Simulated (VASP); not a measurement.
# Eu (Im-3m) in VASP: single point with PBE

Aim: the single point of Eu with PBE.

Program: VASP 6.6.1. These are calculated values, not measurements. Logs are shortened: lines on timing, memory, paths and dates and some standing lists are left out, and cuts for length are marked.

## 1. The cell of the first run

Symmetry: Im-3m, No. 229, cubic system. The conventional cell has a = 4.606 Å, b = 4.606 Å, c = 4.606 Å, α = 90.00°, β = 90.00°, γ = 90.00°. Eu (site symmetry m-3m) has 14 Eu at 3.99 to 4.61 Å within 5.2 Å.

## 2. Single point, PBE, collinear spin, antiferromagnetic start

INCAR reads:

```
SYSTEM = Eu
ALGO = Normal ; EDIFF = 1E-6
ENCUT = 520 ; GGA = PE
ISIF = 2 ; ISMEAR = -5
ISPIN = 2 ; LASPH = .TRUE.
LCHARG = .FALSE. ; LMAXMIX = 6
LORBIT = 11 ; LREAL = .FALSE.
LWAVE = .FALSE. ; MAGMOM = 7 -7
NBANDS = 28 ; NELM = 150
PREC = Accurate ; SIGMA = 0.1
```

KPOINTS reads:

```
k-points
0
G
  8 8 5
  0 0 0
```

POSCAR reads:

```
Eu
1.0
   -2.3030000000      2.3030000000      2.3030000000
    2.3030000000     -2.3030000000      2.3030000000
    4.6060000000      4.6060000000      0.0000000000
Eu
2
Direct
    0.0000000000      0.0000000000      0.0000000000
    0.5000000000      0.5000000000      0.5000000000
```

Potentials or basis: VASP PAW PBE potentials, release 64 (Eu).

On the command line:

```
$ cat potpaw_PBE.64/Eu/POTCAR > POTCAR
$ mpirun -np 1 vasp_std > vasp.out
```

OUTCAR:

```text
SYSTEM = Eu
   EDIFF = 1E-6
   ENCUT = 520
   GGA = PE
   ISIF = 2
   ISMEAR = -5
   ISPIN = 2
   LASPH = .TRUE.
   LORBIT = 11
   LREAL = .FALSE.
   NELM = 150
   PREC = Accurate

 ion  position               nearest neighbor table
   1  0.000  0.000  0.000-
   2  0.500  0.500  0.500-

  LATTYP: Found a base centered orthorhombic cell.
 ALAT       =     4.6060000000
 B/A-ratio  =     1.4142135624
 C/A-ratio  =     1.4142135624

  Lattice vectors:

 A1 = (  -2.3030000000,   2.3030000000,   2.3030000000)
 A2 = (   2.3030000000,  -2.3030000000,   2.3030000000)
 A3 = (   4.6060000000,   4.6060000000,   0.0000000000)

Analysis of symmetry for initial positions (statically):
=====================================================================
 Subroutine PRICEL returns following result:

  LATTYP: Found a body centered cubic cell.
 ALAT       =     4.6060000000
[... 12 lines left out ...]
 Subroutine GETGRP returns: Found  8 space group operations
 (whereof  8 operations were pure point group operations)
 out of a pool of  8 trial point group operations.

The static configuration has the point symmetry D_2h.

Analysis of symmetry for dynamics (positions and initial velocities):
=====================================================================
 Subroutine PRICEL returns following result:

  LATTYP: Found a body centered cubic cell.
 ALAT       =     4.6060000000
[... 12 lines left out ...]
 Subroutine GETGRP returns: Found  8 space group operations
 (whereof  8 operations were pure point group operations)
 out of a pool of  8 trial point group operations.

The dynamic configuration has the point symmetry D_2h.

Analysis of structural, dynamic, and magnetic symmetry:
=====================================================================
 Subroutine PRICEL returns following result:

  LATTYP: Found a body centered cubic cell.
 ALAT       =     4.6060000000
[... 12 lines left out ...]
 Subroutine GETGRP returns: Found  8 space group operations
 (whereof  8 operations were pure point group operations)
 out of a pool of  8 trial point group operations.

The overall configuration has the point symmetry D_2h.

 Subroutine INISYM returns: Found  8 space group operations
 (whereof  8 operations are pure point group operations),
 and found     2 'primitive' translations

----------------------------------------------------------------------------------------

                                     Primitive cell
[... 114 lines left out ...]
  Thomas-Fermi vector in A             =   2.288104
   LORBIT       =     11    0 simple, 1 ext, 2 COOP (PROOUT), +10 PAW based schemes
   GGA     = PE    functional components
   LHFCALC =     F    Hartree Fock is set to
   AEXX    =    0.0000 exact exchange contribution
   IVDW    =     0    specifies the selected vdW correction
   LEPSILON=     F    determine dielectric tensor
   LRPA    =     F    only Hartree local field effects (RPA)
 spin polarized calculation
 Fermi weights with tetrahedron method with Bloechl corrections
  energy-cutoff  :      520.00
  volume of cell :       97.72
 maximum number of plane-waves:      2660
 NGX is ok and might be reduce to    30
   NGX = 15   NGY = 15   NGZ = 25

 number of electron      34.0000000 magnetization      -0.0000000

 number of electron      34.0000000 magnetization       0.0000000

 Free energy of the ion-electron system (eV)
  ---------------------------------------------------
  ext. energy  EPLUGINS =         0.00000000
  ---------------------------------------------------
  free energy    TOTEN  =       -22.76685399 eV

  energy without entropy =      -22.76685399  energy(sigma->0) =      -22.76685399

 E-fermi :   1.5181     XC(G=0):  -8.2441

 val. band max:        1.5221159143   @ k =  -0.3750   0.2500   0.0000
 cond. band min:       1.5306467142   @ k =  -0.3750   0.3750   0.2000
 fundamental gap:      0.0085307999
 Fermi energy:         1.5181282378

 spin component 1

 k-point     1 :       0.0000    0.0000    0.0000
  band No.  band energies     occupation
      1     -40.1229      1.00000
      2     -36.9868      1.00000
      3     -18.9219      1.00000
      4     -18.8412      1.00000
      5     -18.7937      1.00000
      6     -16.6400      1.00000
[... 733 lines left out ...]
     27       5.9794      0.00000
     28       6.0123      0.00000

 [... further k-points ...]

 spin component 2

 k-point     1 :       0.0000    0.0000    0.0000
  band No.  band energies     occupation
      1     -40.1229      1.00000
      2     -36.9868      1.00000
      3     -18.9219      1.00000
      4     -18.8412      1.00000
      5     -18.7937      1.00000
      6     -16.6400      1.00000
[... 733 lines left out ...]
     27       5.9818      0.00000
     28       6.0193      0.00000

 [... further k-points ...]

------------------------ aborting loop because EDIFF is reached ----------------------------------------

  FORCE on cell =-STRESS in cart. coord.  units (eV):
  Direction    XX          YY          ZZ          XY          YZ          ZX
  --------------------------------------------------------------------------------------
  -------------------------------------------------------------------------------------
  Total       -1.0757355     -1.0757355     -1.2539767      0.1806240     -0.0000000      0.0000000
  in kB      -17.6377946    -17.6377946    -20.5602440      2.9615175     -0.0000000      0.0000000
  external PRESSURE =     -18.6119444 kB  Pullay stress =       0.0000000 kB

 VOLUME and BASIS-vectors are now :
 -----------------------------------------------------------------------------
  energy-cutoff  :      520.00
  volume of cell :       97.72
      direct lattice vectors                 reciprocal lattice vectors
    -2.303000000  2.303000000  2.303000000    -0.108554060  0.108554060  0.217108120
     2.303000000 -2.303000000  2.303000000     0.108554060 -0.108554060  0.217108120
     4.606000000  4.606000000  0.000000000     0.108554060  0.108554060  0.000000000

 POSITION                                       TOTAL-FORCE (eV/Angst)
 -----------------------------------------------------------------------------------
      0.00000      0.00000      0.00000        -0.000000     -0.000000      0.000000
      2.30300      2.30300      2.30300         0.000000      0.000000     -0.000000
 -----------------------------------------------------------------------------------
    total drift:                                0.000000     -0.000000     -0.000000

  FREE ENERGIE OF THE ION-ELECTRON SYSTEM (eV)
  ---------------------------------------------------
  free  energy   TOTEN  =       -22.7668539913 eV

  energy  without entropy=      -22.7668539913  energy(sigma->0) =      -22.76685399

 total charge

# of ion       s       p       d       f       tot
--------------------------------------------------
    1        2.081   5.719   0.229   6.696  14.724
    2        2.081   5.719   0.229   6.696  14.724
--------------------------------------------------
tot          4.161  11.438   0.458  13.391  29.448

 magnetization (x)

# of ion       s       p       d       f       tot
--------------------------------------------------
    1        0.000  -0.108   0.088   6.693   6.672
    2       -0.000   0.108  -0.088  -6.693  -6.672
--------------------------------------------------
tot          0.000   0.000  -0.000   0.000  -0.000
```

Wall time 5.3 min (1 thread of Intel Xeon Platinum 8488C (Sapphire Rapids), shared host); peak memory 0.42 GiB.

What came out:

* Free energy: -22.7669 eV
* Pressure: -1.9 GPa
* Band gap on the k mesh: zero (filled and empty bands overlap)
* Net moment: 0.00 μB per cell
* Site moments: Eu +6.67, -6.67 μB
* Valence electrons inside the program's atomic spheres: Eu 14.72

Levels at points of the mesh, in eV from the Fermi level:
Spin up:
| k point | band 14 | band 15 | band 16 | band 17 | band 18 | band 19 | band 20 | band 21 |
| --- | --- | --- | --- | --- | --- | --- | --- | --- |
| (0.00, 0.00, 0.00) | -0.28 | -0.27 | -0.26 | -0.26 | 0.85 | 0.86 | 2.18 | 2.21 |
| (0.50, 0.00, 0.00) | -0.27 | -0.27 | -0.25 | -0.24 | 0.34 | 0.79 | 0.82 | 1.26 |
| (0.50, 0.50, 0.00) | -0.33 | -0.28 | -0.26 | -0.24 | -0.23 | 0.83 | 0.95 | 3.64 |
Spin down:
| k point | band 15 | band 16 | band 17 | band 18 | band 19 | band 20 |
| --- | --- | --- | --- | --- | --- | --- |
| (0.00, 0.00, 0.00) | -0.27 | -0.26 | -0.26 | 0.85 | 0.86 | 2.18 |
| (0.50, 0.00, 0.00) | -0.27 | -0.25 | -0.24 | 0.34 | 0.79 | 0.82 |
| (0.50, 0.50, 0.00) | -0.28 | -0.26 | -0.24 | -0.23 | 0.83 | 0.95 |

Caveat: the antiferromagnetic order is the one typed at the start, and another may lie lower; spin-orbit coupling is left out, which moves the levels of the heavy elements; semilocal functionals describe open f shells poorly, which spoils levels, moments and volumes; tetrahedron occupations give inexact forces and stress in metals. The state reached can hang on the start; a lower one may exist.
